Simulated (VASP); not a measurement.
# Cu (P6_3/mmc) in VASP: a series of runs

Cu is run at these levels: r2SCAN; tasks: single point.

Program: VASP 6.6.1. These are calculated values, not measurements. Logs are shortened: lines on timing, memory, paths and dates and some standing lists are left out, and cuts for length are marked.

### Step 1. The cell of the first run

Symmetry: P6_3/mmc, No. 194, hexagonal system. The conventional cell has a = 2.529 Å, b = 2.529 Å, c = 7.851 Å, α = 90.00°, β = 90.00°, γ = 120.00°. Within 3.2 Å of Cu (site symmetry -3m) lie 12 Cu at 2.45 to 2.53 Å. Cu (site symmetry -6m2) has 12 Cu at 2.45 to 2.53 Å within 3.2 Å.

This isn't the form of Cu at room conditions, which is fcc.

### Step 2. Single point, r2SCAN (strain +0.000 along x and y, -0.050 along z)

The input, POSCAR:

```
Cu
1.0
    2.5293395076      0.0000000000      0.0000000000
   -1.2646697538      2.1904722684      0.0000000000
    0.0000000000      0.0000000000      7.8507428620
Cu
4
Direct
    0.0000000000      0.0000000000      0.0000000000
    0.3333333333      0.6666666667      0.2500000000
    0.0000000000      0.0000000000      0.5000000000
    0.6666666667      0.3333333333      0.7500000000
```

The input, INCAR.step1:

```
ALGO = Normal ; EDIFF = 1E-4
ENCUT = 520 ; GGA = PE
ISMEAR = 0 ; LASPH = True
LCHARG = False ; LREAL = False
LWAVE = True ; NBANDS = 30
NELM = 60 ; PREC = Accurate
SIGMA = 0.15
```

The input, INCAR.step2:

```
ALGO = Normal ; EDIFF = 1E-7
ENCUT = 520 ; ISIF = 2
ISMEAR = 0 ; ISTART = 1
LASPH = True ; LCHARG = False
LMIXTAU = True ; LREAL = False
LWAVE = False ; METAGGA = R2SCAN
NBANDS = 30 ; NELM = 60
PREC = Accurate ; SIGMA = 0.15
```

The input, KPOINTS:

```
k-points
0
Gamma
  24 24 6
```

Potentials or basis: VASP PAW PBE potentials, release 64 (Cu).

Command:

```sh
$ cat potpaw_PBE.64/Cu/POTCAR > POTCAR
$ cp INCAR.step1 INCAR
$ mpirun -np 1 vasp_std > vasp.out
$ cp INCAR.step2 INCAR
$ mpirun -np 1 vasp_std > vasp.out
```

OUTCAR:

```text
EDIFF = 1E-7
   ENCUT = 520
   ISIF = 2
   ISMEAR = 0
   ISTART = 1
   LASPH = True
   LREAL = False
   METAGGA = R2SCAN
   NELM = 60
   PREC = Accurate

 ion  position               nearest neighbor table
   1  0.000  0.000  0.000-   2 2.45   4 2.45   4 2.45   2 2.45   4 2.45   2 2.45
   2  0.333  0.667  0.250-   1 2.45   3 2.45   1 2.45   3 2.45   1 2.45   3 2.45
   3  0.000  0.000  0.500-   2 2.45   4 2.45   4 2.45   2 2.45   4 2.45   2 2.45
   4  0.667  0.333  0.750-   1 2.45   3 2.45   1 2.45   3 2.45   1 2.45   3 2.45

  LATTYP: Found a hexagonal cell.
 ALAT       =     2.5293395076
 C/A-ratio  =     3.1038707293

  Lattice vectors:

 A1 = (   2.5293395076,   0.0000000000,   0.0000000000)
 A2 = (  -1.2646697538,   2.1904722684,   0.0000000000)
 A3 = (   0.0000000000,   0.0000000000,   7.8507428620)

Analysis of symmetry for initial positions (statically):
=====================================================================
 Subroutine PRICEL returns:
 Original cell was already a primitive cell.

 Routine SETGRP: Setting up the symmetry group for a
 hexagonal supercell.

 Subroutine GETGRP returns: Found 24 space group operations
 (whereof 12 operations were pure point group operations)
 out of a pool of 24 trial point group operations.

The static configuration has the point symmetry D_3d.
 The point group associated with its full space group is D_6h.

Analysis of symmetry for dynamics (positions and initial velocities):
=====================================================================
 Subroutine PRICEL returns:
 Original cell was already a primitive cell.

 Routine SETGRP: Setting up the symmetry group for a
 hexagonal supercell.

 Subroutine GETGRP returns: Found 24 space group operations
 (whereof 12 operations were pure point group operations)
 out of a pool of 24 trial point group operations.

The dynamic configuration has the point symmetry D_3d.
 The point group associated with its full space group is D_6h.

 Subroutine INISYM returns: Found 24 space group operations
 (whereof 12 operations are pure point group operations),
 and found     1 'primitive' translations

----------------------------------------------------------------------------------------

                                     Primitive cell

  volume of cell :      43.4966

  direct lattice vectors                    reciprocal lattice vectors
     2.529339508  0.000000000  0.000000000     0.395360131  0.228261278  0.000000000
    -1.264669754  2.190472268  0.000000000     0.000000000  0.456522557  0.000000000
     0.000000000  0.000000000  7.850742862     0.000000000  0.000000000  0.127376481

  length of vectors
     2.529339508  2.529339508  7.850742862     0.456522557  0.456522557  0.127376481

  position of ions in fractional coordinates (direct lattice)
     0.000000000  0.000000000  0.000000000
     0.333333333  0.666666667  0.250000000
     0.000000000  0.000000000  0.500000000
     0.666666667  0.333333333  0.750000000

  ion indices of the primitive-cell ions
   primitive index   ion index
                 1           1
                 2           2
                 3           3
                 4           4

----------------------------------------------------------------------------------------

 KPOINTS: k-points

Automatic generation of k-mesh.
 Grid dimensions read from file:
 generate k-points for:   24   24    6

 Generating k-lattice:

  Cartesian coordinates                     Fractional coordinates (reciprocal lattice)
     0.016473339  0.009510887  0.000000000     0.041666667  0.000000000  0.000000000
     0.000000000  0.019021773  0.000000000     0.000000000  0.041666667  0.000000000
     0.000000000  0.000000000  0.021229414     0.000000000  0.000000000  0.166666667

  Length of vectors
     0.019021773  0.019021773  0.021229414

  Shift w.r.t. Gamma in fractional coordinates (k-lattice)
     0.000000000  0.000000000  0.000000000

 Subroutine IBZKPT returns following result:
 ===========================================

 Found    244 irreducible k-points:

 Following reciprocal coordinates:
            Coordinates               Weight
  0.000000  0.000000  0.000000      1.000000
  0.041667  0.000000  0.000000      6.000000
  0.083333  0.000000  0.000000      6.000000
  0.125000  0.000000  0.000000      6.000000
  0.166667  0.000000  0.000000      6.000000
  0.208333  0.000000  0.000000      6.000000
[... 16 lines left out ...]
  0.416667  0.041667  0.000000     12.000000
  0.458333  0.041667  0.000000     12.000000
 [... further k-points ...]
   k-points           NKPTS =    244   k-points in BZ     NKDIM =    244   number of bands    NBANDS=     30
   number of dos      NEDOS =    301   number of ions     NIONS =      4
   total plane-waves  NPLWV =  24000
   dimension x,y,z NGX =    20 NGY =   20 NGZ =   60
   dimension x,y,z NGXF=    40 NGYF=   40 NGZF=  120
   ions per type =               4
   NGX,Y,Z   is equivalent  to a cutoff of  13.15, 13.15, 12.71 a.u.
   NGXF,Y,Z  is equivalent  to a cutoff of  26.29, 26.29, 25.41 a.u.
 SYSTEM =  unknown system
   PREC   = accura    normal or accurate (medium, high low for compatibility)
   ISTART =      1    job   : 0-new  1-cont  2-samecut
   ICHARG =      0    charge: 1-file 2-atom 10-const
   ISPIN  =      1    spin polarized calculation?
   LNONCOLLINEAR =      F non collinear calculations
   LSORBIT =      F    spin-orbit coupling
   LASPH  =      T    aspherical Exc in radial PAW
   ENCUT  =  520.0 eV  38.22 Ry    6.18 a.u.   4.70  4.70 14.60*2*pi/ulx,y,z
   NELM   =     60;   NELMIN=  2; NELMDL=  0     # of ELM steps
   EDIFF  = 0.1E-06   stopping-criterion for ELM
   LREAL  =      F    real-space projection
   EDIFFG = 0.1E-05   stopping-criterion for IOM
   NSW    =      0    number of steps for IOM
   IBRION =     -1    ionic relax: 0-MD 1-quasi-New 2-CG
   NFREE  =      0    steps in history (QN), initial steepest desc. (CG)
   ISIF   =      2    stress and relaxation
   ISYM   =      2    0-nonsym 1-usesym 2-fastsym
   POTIM  = 0.5000    time-step for ionic-motion
   TEBEG  =    0.0;   TEEND  =   0.0 temperature during run
   PSTRESS=    0.0 pullay stress
   NELECT =      44.0000    total number of electrons
   NUPDOWN=      -1.0000    fix difference up-down
   EMIN   =  10.00;   EMAX   =-10.00  energy-range for DOS
   EFERMI =   0.00;   METHOD = LEGACY
   ISMEAR =     0;   SIGMA  =   0.15  broadening in eV -4-tet -1-fermi 0-gaus
   EFERMI_NEDOS =   21; number of points for ismear=-14 and -15
   IALGO  =     38    algorithm
   IMIX   =      4    mixing-type and parameters
     AMIX     =   0.40;   BMIX     =  1.00
     AMIX_MAG =   1.60;   BMIX_MAG =  1.00
  volume/ion in A,a.u.               =      10.87        73.38
  Fermi-wavevector in a.u.,A,eV,Ry     =   1.643390  3.105556 36.745650  2.700729
  Thomas-Fermi vector in A             =   2.733532
   LORBIT       =      0    0 simple, 1 ext, 2 COOP (PROOUT), +10 PAW based schemes
   METAGGA = R2SCAN    functional components
   LHFCALC =     F    Hartree Fock is set to
   AEXX    =    0.0000 exact exchange contribution
   IVDW    =     0    specifies the selected vdW correction
   LEPSILON=     F    determine dielectric tensor
   LRPA    =     F    only Hartree local field effects (RPA)
 non-spin polarized calculation
 Gauss-broadening in eV      SIGMA  =   0.15
  energy-cutoff  :      520.00
  volume of cell :       43.50
 maximum number of plane-waves:      1194
 NGX is ok and might be reduce to    20
   NGX =  9   NGY =  9   NGZ = 29

 number of electron      44.0000031 magnetization

 Free energy of the ion-electron system (eV)
  ---------------------------------------------------
  ext. energy  EPLUGINS =         0.00000000
  ---------------------------------------------------
  free energy    TOTEN  =       -43.16301997 eV

  energy without entropy =      -43.15151735  energy(sigma->0) =      -43.15726866

 E-fermi :   8.4943     XC(G=0): -14.3066

 val. band max:        8.4899214453   @ k =   0.1250   0.0417   0.3333
 cond. band min:       8.5036384312   @ k =   0.4583   0.0417   0.3333
 fundamental gap:      0.0137169859
 Fermi energy:         8.4942936614

 k-point     1 :       0.0000    0.0000    0.0000
  band No.  band energies     occupation
      1      -1.8794      2.00000
      2       0.6128      2.00000
      3       0.6132      2.00000
      4       2.8010      2.00000
      5       4.8603      2.00000
      6       4.8814      2.00000
[... 22 lines left out ...]
     29      31.2318      0.00000
     30      31.5104      0.00000

 k-point     2 :       0.0417    0.0000    0.0000
  band No.  band energies     occupation
      1      -1.8196      2.00000
      2       0.6651      2.00000
      3       0.6655      2.00000
      4       2.8339      2.00000
      5       4.8004      2.00000
      6       4.8574      2.00000
[... 22 lines left out ...]
     29      30.4465      0.00000
     30      30.6135      0.00000

 k-point     3 :       0.0833    0.0000    0.0000
  band No.  band energies     occupation
      1      -1.6409      2.00000
      2       0.8197      2.00000
      3       0.8201      2.00000
      4       2.9291      2.00000
      5       4.6805      2.00000
      6       4.7931      2.00000
[... 22 lines left out ...]
     29      29.3544      0.00000
     30      29.3670      0.00000

 k-point     4 :       0.1250    0.0000    0.0000
  band No.  band energies     occupation
      1      -1.3465      2.00000
      2       1.0690      2.00000
      3       1.0693      2.00000
      4       3.0762      2.00000
      5       4.5461      2.00000
      6       4.7043      2.00000
[... 616 lines left out ...]
     29      21.9981      0.00000
     30      22.4625      0.00000

 k-point    23 :       0.4167    0.0417    0.0000
  band No.  band energies     occupation
      1       2.6465      2.00000
      2       2.8676      2.00000
      3       3.1269      2.00000
      4       3.4691      2.00000
      5       3.9101      2.00000
      6       3.9144      2.00000
[... 22 lines left out ...]
     29      21.0925      0.00000
     30      21.5127      0.00000

 k-point    24 :       0.4583    0.0417    0.0000
  band No.  band energies     occupation
      1       2.7377      2.00000
      2       2.8659      2.00000
      3       3.2363      2.00000
      4       3.4926      2.00000
      5       3.8477      2.00000
      6       3.8907      2.00000
[... 22 lines left out ...]
     29      19.9635      0.00000
     30      20.6691      0.00000

 [... further k-points ...]
[... 5 lines left out ...]
  --------------------------------------------------------------------------------------
  -------------------------------------------------------------------------------------
  Total        1.8584920      1.8584920      5.0523216      0.0000000      0.0000000      0.0000000
  in kB       68.4566499     68.4566499    186.0998114      0.0000000      0.0000000      0.0000000
  external PRESSURE =     107.6710371 kB  Pullay stress =       0.0000000 kB

 VOLUME and BASIS-vectors are now :
 -----------------------------------------------------------------------------
  energy-cutoff  :      520.00
  volume of cell :       43.50
      direct lattice vectors                 reciprocal lattice vectors
     2.529339508  0.000000000  0.000000000     0.395360131  0.228261278  0.000000000
    -1.264669754  2.190472268  0.000000000     0.000000000  0.456522557  0.000000000
     0.000000000  0.000000000  7.850742862     0.000000000  0.000000000  0.127376481

 POSITION                                       TOTAL-FORCE (eV/Angst)
 -----------------------------------------------------------------------------------
      0.00000      0.00000      0.00000         0.000000      0.000000      0.000000
     -0.00000      1.46031      1.96269         0.000000      0.000000     -0.000000
      0.00000      0.00000      3.92537         0.000000      0.000000      0.000000
      1.26467      0.73016      5.88806        -0.000000     -0.000000     -0.000000
 -----------------------------------------------------------------------------------
    total drift:                                0.000000     -0.000000      0.000000

  FREE ENERGIE OF THE ION-ELECTRON SYSTEM (eV)
  ---------------------------------------------------
  free  energy   TOTEN  =       -43.1630199652 eV

  energy  without entropy=      -43.1515173536  energy(sigma->0) =      -43.15726866
```

Run time: 15 min. Hardware: 1 thread of AMD EPYC 9R45 (Zen 5), shared host; peak memory 0.31 GiB.

What came out:

| Quantity | Value |
| --- | --- |
| Free energy | -43.1630 eV |
| Pressure | 10.8 GPa |
| Band gap on the k mesh | zero (bands 22 and 23 overlap by 5.30 eV) |

Caveat: the cell differs from its parent crystal (strain +0.000 along x and y, -0.050 along z); the cell stands under pressure; the PAW data sets were made with another functional, which shifts forces and pressure a little.

### Step 3. Single point, r2SCAN (strain -0.025 along x and y, +0.000 along z)

The input, POSCAR:

```
Cu
1.0
    2.4661060199      0.0000000000      0.0000000000
   -1.2330530100      2.1357104617      0.0000000000
    0.0000000000      0.0000000000      8.2639398547
Cu
4
Direct
    0.0000000000      0.0000000000      0.0000000000
    0.3333333333      0.6666666667      0.2500000000
    0.0000000000      0.0000000000      0.5000000000
    0.6666666667      0.3333333333      0.7500000000
```

The input, INCAR.step1:

```
SYSTEM = Cu
ALGO = Normal ; EDIFF = 1E-4
ENCUT = 520 ; GGA = PE
ISMEAR = 0 ; LASPH = .True.
LCHARG = .False. ; LREAL = .False.
LWAVE = .True. ; NBANDS = 30
NELM = 80 ; PREC = Accurate
SIGMA = 0.15
```

The input, INCAR.step2:

```
SYSTEM = Cu
ALGO = Normal ; EDIFF = 1E-7
ENCUT = 520 ; ISIF = 2
ISMEAR = 0 ; ISTART = 1
LASPH = .True. ; LCHARG = .False.
LMIXTAU = .True. ; LREAL = .False.
LWAVE = .False. ; METAGGA = R2SCAN
NBANDS = 30 ; NELM = 80
PREC = Accurate ; SIGMA = 0.15
```

The input, KPOINTS:

```
k-points
0
Gamma
  24 24 6
  0 0 0
```

Potentials or basis: VASP PAW PBE potentials, release 64 (Cu).

Command:

```sh
$ cat potpaw_PBE.64/Cu/POTCAR > POTCAR
$ cp INCAR.step1 INCAR
$ mpirun -np 1 vasp_std > vasp.out
$ cp INCAR.step2 INCAR
$ mpirun -np 1 vasp_std > vasp.out
```

It took 13 min on 1 thread of AMD EPYC 9R45 (Zen 5), shared host; peak memory 0.31 GiB.

The run converged. Its results:

```
Free energy            : -43.2078 eV
Pressure               : 10.2 GPa
Band gap on the k mesh : zero (bands 22 and 23 overlap by 5.80 eV)
```

Stress tensor (GPa, compression positive):
```
12.11  0.00  0.00
 0.00 12.11  0.00
 0.00  0.00  6.48
```

Levels at points of the mesh, in eV from the Fermi level:
```csv
k point,band 19,band 20,band 21,band 22,band 23,band 24,band 25,band 26
"(0.00, 0.00, 0.00)",-2.35,-2.20,-2.20,-1.89,-1.89,-1.57,4.03,13.00
"(0.50, 0.00, 0.00)",-1.69,-1.68,-0.76,0.35,1.13,1.78,5.34,5.36
"(0.00, 0.00, 0.50)",-2.50,-2.50,-2.01,-2.01,-2.01,-2.01,7.20,7.20
"(0.50, 0.00, 0.50)",-1.69,-1.69,0.03,0.03,1.53,1.53,5.79,5.79
```

Caveat: the cell differs from its parent crystal (strain -0.025 along x and y, +0.000 along z); the cell stands under pressure; the PAW data sets were made with another functional, which shifts forces and pressure a little.
